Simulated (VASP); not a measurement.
# BeTe6 (P-62m) in VASP: single point with PBE

Aim: the single point of BeTe6 with PBE.

Program: VASP 6.6.1. These are calculated values, not measurements. Logs are shortened: lines on timing, memory, paths and dates and some standing lists are left out, and cuts for length are marked.

## 1. The cell of the first run

The structure is hexagonal, space group P-62m (No. 189). Conventional cell: a = 10.281 Å, b = 10.281 Å, c = 3.294 Å, α = 90.00°, β = 90.00°, γ = 120.00°. Be (site symmetry -62m) has 3 Te at 2.33 Å within 3.1 Å. Te (site symmetry m2m) has 4 Te at 3.06 to 3.29 Å and 1 Be at 3.46 Å within 4.0 Å. Within 3.1 Å of Te (site symmetry m2m) lie 1 Be at 2.33 Å and 2 Te at 3.06 Å.

The cell was generated, and may not be a known phase.

## 2. Single point, PBE

File INCAR:

```
  ALGO = Normal
  EDIFF = 1E-6
  ENCUT = 520
  GGA = PE
  ISIF = 2
  ISMEAR = 0
  LASPH = True
  LCHARG = True
  LELF = True
  LREAL = False
  LVHAR = True
  LWAVE = False
  NBANDS = 28
  NELM = 60
  PREC = Accurate
  SIGMA = 0.1
```

File KPOINTS:

```
k-points
0
Gamma
  6 6 10
```

File POSCAR:

```
BeTe6
1.0
   10.2814411191      0.0000000000      0.0000000000
   -5.1407205595      8.9039891967      0.0000000000
    0.0000000000      0.0000000000      3.2939074506
Be Te
1 6
Direct
    0.0000000000      0.0000000000      0.0000000000
    0.6632062093      0.0000000000      0.0000000000
    0.0000000000      0.6632062093      0.0000000000
    0.3367937907      0.3367937907      0.0000000000
    0.2262687449      0.0000000000      0.0000000000
    0.0000000000      0.2262687449      0.0000000000
    0.7737312551      0.7737312551      0.0000000000
```

Potentials or basis: VASP PAW PBE potentials, release 64 (Be, Te).

Started as:

```console
$ cat potpaw_PBE.64/Be/POTCAR potpaw_PBE.64/Te/POTCAR > POTCAR
$ mpirun -np 1 vasp_std > vasp.out
```

OUTCAR:

```text
EDIFF = 1E-6
   ENCUT = 520
   GGA = PE
   ISIF = 2
   ISMEAR = 0
   LASPH = True
   LREAL = False
   NELM = 60
   PREC = Accurate

 ion  position               nearest neighbor table
   1  0.000  0.000  0.000-   5 2.33   6 2.33   7 2.33
   2  0.663  0.000  0.000-   7 3.06   6 3.06
   3  0.000  0.663  0.000-   7 3.06   5 3.06
   4  0.337  0.337  0.000-   6 3.06   5 3.06
   5  0.226  0.000  0.000-   1 2.33   4 3.06   3 3.06
   6  0.000  0.226  0.000-   1 2.33   4 3.06   2 3.06
   7  0.774  0.774  0.000-   1 2.33   3 3.06   2 3.06

  LATTYP: Found a hexagonal cell.
 ALAT       =    10.2814411191
 C/A-ratio  =     0.3203741005

  Lattice vectors:

 A1 = (  10.2814411191,   0.0000000000,   0.0000000000)
 A2 = (  -5.1407205595,   8.9039891967,   0.0000000000)
 A3 = (   0.0000000000,   0.0000000000,   3.2939074506)

Analysis of symmetry for initial positions (statically):
=====================================================================
 Subroutine PRICEL returns:
 Original cell was already a primitive cell.

 Routine SETGRP: Setting up the symmetry group for a
 hexagonal supercell.

 Subroutine GETGRP returns: Found 12 space group operations
 (whereof 12 operations were pure point group operations)
 out of a pool of 24 trial point group operations.

The static configuration has the point symmetry D_3h.

Analysis of symmetry for dynamics (positions and initial velocities):
=====================================================================
 Subroutine PRICEL returns:
 Original cell was already a primitive cell.

 Routine SETGRP: Setting up the symmetry group for a
 hexagonal supercell.

 Subroutine GETGRP returns: Found 12 space group operations
 (whereof 12 operations were pure point group operations)
 out of a pool of 24 trial point group operations.

The dynamic configuration has the point symmetry D_3h.

 Subroutine INISYM returns: Found 12 space group operations
 (whereof 12 operations are pure point group operations),
 and found     1 'primitive' translations

----------------------------------------------------------------------------------------

                                     Primitive cell

  volume of cell :     301.5435

  direct lattice vectors                    reciprocal lattice vectors
    10.281441119  0.000000000  0.000000000     0.097262630  0.056154605  0.000000000
    -5.140720560  8.903989197  0.000000000     0.000000000  0.112309211  0.000000000
     0.000000000  0.000000000  3.293907451     0.000000000  0.000000000  0.303590801

  length of vectors
    10.281441119 10.281441119  3.293907451     0.112309211  0.112309211  0.303590801

  position of ions in fractional coordinates (direct lattice)
     0.000000000  0.000000000  0.000000000
     0.663206209  0.000000000  0.000000000
     0.000000000  0.663206209  0.000000000
     0.336793791  0.336793791  0.000000000
     0.226268745  0.000000000  0.000000000
     0.000000000  0.226268745  0.000000000
     0.773731255  0.773731255  0.000000000

  ion indices of the primitive-cell ions
   primitive index   ion index
                 1           1
                 2           2
                 3           3
                 4           4
                 5           5
                 6           6
                 7           7

----------------------------------------------------------------------------------------

 KPOINTS: k-points

Automatic generation of k-mesh.
 Grid dimensions read from file:
 generate k-points for:    6    6   10

 Generating k-lattice:

  Cartesian coordinates                     Fractional coordinates (reciprocal lattice)
     0.016210438  0.009359101  0.000000000     0.166666667  0.000000000  0.000000000
     0.000000000  0.018718202  0.000000000     0.000000000  0.166666667  0.000000000
     0.000000000  0.000000000  0.030359080     0.000000000  0.000000000  0.100000000

  Length of vectors
     0.018718202  0.018718202  0.030359080

  Shift w.r.t. Gamma in fractional coordinates (k-lattice)
     0.000000000  0.000000000  0.000000000

 Subroutine IBZKPT returns following result:
 ===========================================

 Found     42 irreducible k-points:

 Following reciprocal coordinates:
            Coordinates               Weight
  0.000000  0.000000  0.000000      1.000000
  0.166667 -0.000000  0.000000      6.000000
  0.333333 -0.000000  0.000000      6.000000
  0.500000  0.000000  0.000000      3.000000
  0.166667  0.166667  0.000000      6.000000
  0.333333  0.166667  0.000000     12.000000
[... 16 lines left out ...]
  0.166667 -0.000000  0.300000     12.000000
  0.333333 -0.000000  0.300000     12.000000
 [... further k-points ...]
   k-points           NKPTS =     42   k-points in BZ     NKDIM =     42   number of bands    NBANDS=     28
   number of dos      NEDOS =    301   number of ions     NIONS =      7
   total plane-waves  NPLWV = 153600
   dimension x,y,z NGX =    80 NGY =   80 NGZ =   24
   dimension x,y,z NGXF=   160 NGYF=  160 NGZF=   48
   ions per type =               1   6
   NGX,Y,Z   is equivalent  to a cutoff of  12.94, 12.94, 12.11 a.u.
   NGXF,Y,Z  is equivalent  to a cutoff of  25.87, 25.87, 24.23 a.u.
 SYSTEM =  unknown system
   PREC   = accura    normal or accurate (medium, high low for compatibility)
   ISTART =      0    job   : 0-new  1-cont  2-samecut
   ICHARG =      2    charge: 1-file 2-atom 10-const
   ISPIN  =      1    spin polarized calculation?
   LNONCOLLINEAR =      F non collinear calculations
   LSORBIT =      F    spin-orbit coupling
   LASPH  =      T    aspherical Exc in radial PAW
   ENCUT  =  520.0 eV  38.22 Ry    6.18 a.u.  19.12 19.12  6.12*2*pi/ulx,y,z
   NELM   =     60;   NELMIN=  2; NELMDL= -5     # of ELM steps
   EDIFF  = 0.1E-05   stopping-criterion for ELM
   LREAL  =      F    real-space projection
   EDIFFG = 0.1E-04   stopping-criterion for IOM
   NSW    =      0    number of steps for IOM
   IBRION =     -1    ionic relax: 0-MD 1-quasi-New 2-CG
   NFREE  =      0    steps in history (QN), initial steepest desc. (CG)
   ISIF   =      2    stress and relaxation
   ISYM   =      2    0-nonsym 1-usesym 2-fastsym
   POTIM  = 0.5000    time-step for ionic-motion
   TEBEG  =    0.0;   TEEND  =   0.0 temperature during run
   PSTRESS=    0.0 pullay stress
   NELECT =      38.0000    total number of electrons
   NUPDOWN=      -1.0000    fix difference up-down
   EMIN   =  10.00;   EMAX   =-10.00  energy-range for DOS
   EFERMI =   0.00;   METHOD = LEGACY
   ISMEAR =     0;   SIGMA  =   0.10  broadening in eV -4-tet -1-fermi 0-gaus
   EFERMI_NEDOS =   21; number of points for ismear=-14 and -15
   IALGO  =     38    algorithm
   IMIX   =      4    mixing-type and parameters
     AMIX     =   0.40;   BMIX     =  1.00
     AMIX_MAG =   1.60;   BMIX_MAG =  1.00
  volume/ion in A,a.u.               =      43.08       290.70
  Fermi-wavevector in a.u.,A,eV,Ry     =   0.820766  1.551023  9.165658  0.673657
  Thomas-Fermi vector in A             =   1.931806
   LORBIT       =      0    0 simple, 1 ext, 2 COOP (PROOUT), +10 PAW based schemes
   GGA     = PE    functional components
   LHFCALC =     F    Hartree Fock is set to
   AEXX    =    0.0000 exact exchange contribution
   IVDW    =     0    specifies the selected vdW correction
   LEPSILON=     F    determine dielectric tensor
   LRPA    =     F    only Hartree local field effects (RPA)
 non-spin polarized calculation
 Gauss-broadening in eV      SIGMA  =   0.10
  energy-cutoff  :      520.00
  volume of cell :      301.54
 maximum number of plane-waves:      8152
 NGX is ok and might be reduce to    80
   NGX = 39   NGY = 39   NGZ = 13

 number of electron      37.9999995 magnetization

 Free energy of the ion-electron system (eV)
  ---------------------------------------------------
  ext. energy  EPLUGINS =         0.00000000
  ---------------------------------------------------
  free energy    TOTEN  =       -21.96436190 eV

  energy without entropy =      -21.93766015  energy(sigma->0) =      -21.95101102

 E-fermi :   2.6883     XC(G=0):  -7.2219

 val. band max:        2.6841604183   @ k =   0.1667   0.1667   0.2000
 cond. band min:       2.6972703296   @ k =   0.3333  -0.0000   0.2000
 fundamental gap:      0.0131099113
 Fermi energy:         2.6883397737

 k-point     1 :       0.0000    0.0000    0.0000
  band No.  band energies     occupation
      1     -10.2734      2.00000
      2      -9.5400      2.00000
      3      -9.5400      2.00000
      4      -8.3059      2.00000
      5      -8.3059      2.00000
      6      -7.6876      2.00000
[... 20 lines left out ...]
     27       7.2043      0.00000
     28       7.6919      0.00000

 k-point     2 :       0.1667   -0.0000    0.0000
  band No.  band energies     occupation
      1     -10.2685      2.00000
      2      -9.5505      2.00000
      3      -9.5436      2.00000
      4      -8.3007      2.00000
      5      -8.2909      2.00000
      6      -7.6966      2.00000
[... 20 lines left out ...]
     27       6.9520      0.00000
     28       7.5468      0.00000

 k-point     3 :       0.3333   -0.0000    0.0000
  band No.  band energies     occupation
      1     -10.2582      2.00000
      2      -9.5716      2.00000
      3      -9.5506      2.00000
      4      -8.2907      2.00000
      5      -8.2594      2.00000
      6      -7.7162      2.00000
[... 20 lines left out ...]
     27       6.6582      0.00000
     28       7.6645      0.00000

 k-point     4 :       0.5000    0.0000    0.0000
  band No.  band energies     occupation
      1     -10.2529      2.00000
      2      -9.5822      2.00000
      3      -9.5540      2.00000
      4      -8.2858      2.00000
      5      -8.2428      2.00000
      6      -7.7269      2.00000
[... 578 lines left out ...]
     27       7.8549      0.00000
     28       7.9918      0.00000

 k-point    23 :       0.1667   -0.0000    0.3000
  band No.  band energies     occupation
      1      -9.4533      2.00000
      2      -8.7386      2.00000
      3      -8.7321      2.00000
      4      -7.4599      2.00000
      5      -7.4505      2.00000
      6      -6.8397      2.00000
[... 20 lines left out ...]
     27       7.6878      0.00000
     28       7.7913      0.00000

 k-point    24 :       0.3333   -0.0000    0.3000
  band No.  band energies     occupation
      1      -9.4436      2.00000
      2      -8.7583      2.00000
      3      -8.7387      2.00000
      4      -7.4503      2.00000
      5      -7.4205      2.00000
      6      -6.8587      2.00000
[... 20 lines left out ...]
     27       7.4325      0.00000
     28       7.5540      0.00000

 [... further k-points ...]

------------------------ aborting loop because EDIFF is reached ----------------------------------------

  FORCE on cell =-STRESS in cart. coord.  units (eV):
  Direction    XX          YY          ZZ          XY          YZ          ZX
  --------------------------------------------------------------------------------------
  -------------------------------------------------------------------------------------
  Total        0.0576769      0.0576769     -0.0172277      0.0000000      0.0000000     -0.0000000
  in kB        0.3064520      0.3064520     -0.0915351      0.0000000      0.0000000     -0.0000000
  external PRESSURE =       0.1737896 kB  Pullay stress =       0.0000000 kB

 VOLUME and BASIS-vectors are now :
 -----------------------------------------------------------------------------
  energy-cutoff  :      520.00
  volume of cell :      301.54
      direct lattice vectors                 reciprocal lattice vectors
    10.281441119  0.000000000  0.000000000     0.097262630  0.056154605  0.000000000
    -5.140720560  8.903989197  0.000000000     0.000000000  0.112309211  0.000000000
     0.000000000  0.000000000  3.293907451     0.000000000  0.000000000  0.303590801

 POSITION                                       TOTAL-FORCE (eV/Angst)
 -----------------------------------------------------------------------------------
      0.00000      0.00000      0.00000         0.000000      0.000000      0.000000
      6.81872      0.00000      0.00000         0.003085      0.000000      0.000000
     -3.40936      5.90518      0.00000        -0.001543      0.002672      0.000000
      1.73136      2.99881      0.00000        -0.001543     -0.002672      0.000000
      2.32637      0.00000      0.00000         0.023964      0.000000     -0.000000
     -1.16318      2.01469      0.00000        -0.011982      0.020753      0.000000
      3.97754      6.88929      0.00000        -0.011982     -0.020753      0.000000
 -----------------------------------------------------------------------------------
    total drift:                                0.000001      0.000002     -0.000000

  FREE ENERGIE OF THE ION-ELECTRON SYSTEM (eV)
  ---------------------------------------------------
  free  energy   TOTEN  =       -21.9643619005 eV

  energy  without entropy=      -21.9376601479  energy(sigma->0) =      -21.95101102
```

It took 7.1 min on 1 thread of Intel Xeon Platinum 8259CL at 2.50GHz (Skylake/Cascade Lake), shared host; peak memory 0.56 GiB.

Results:

```
Free energy            : -21.9644 eV
Pressure               : 0.0 GPa
Largest force          : 0.024 eV/Å
Band gap on the k mesh : zero (bands 19 and 20 overlap by 2.06 eV)
```

Forces in eV/Å, atoms in the order of the input:
```
Be   0.000  0.000  0.000
Te   0.003  0.000  0.000
Te  -0.002  0.003  0.000
Te  -0.002 -0.003  0.000
Te   0.024  0.000  0.000
Te  -0.012  0.021  0.000
Te  -0.012 -0.021  0.000
```

Levels at points of the mesh, in eV from the Fermi level:
```tsv
k point	band 16	band 17	band 18	band 19	band 20	band 21	band 22	band 23	band 24	band 25
(0.00, 0.00, 0.00)	0.89	0.92	0.97	0.97	1.76	1.76	2.71	2.71	3.00	3.44
(0.50, 0.00, 0.00)	0.73	0.93	1.04	1.04	1.72	1.75	2.73	2.76	2.98	3.29
(0.00, 0.00, 0.50)	-3.01	-1.60	-1.60	-0.33	-0.33	-0.20	0.82	2.27	2.38	2.38
(0.50, 0.00, 0.50)	-2.97	-1.54	-1.35	-0.43	-0.36	-0.13	0.83	2.22	2.35	2.44
```

Caveat: spin-orbit coupling is left out, which moves the levels of the heavy elements; this functional lacks dispersion, which binds layers or chains, so the pressure and a relaxed spacing across them are unreliable.
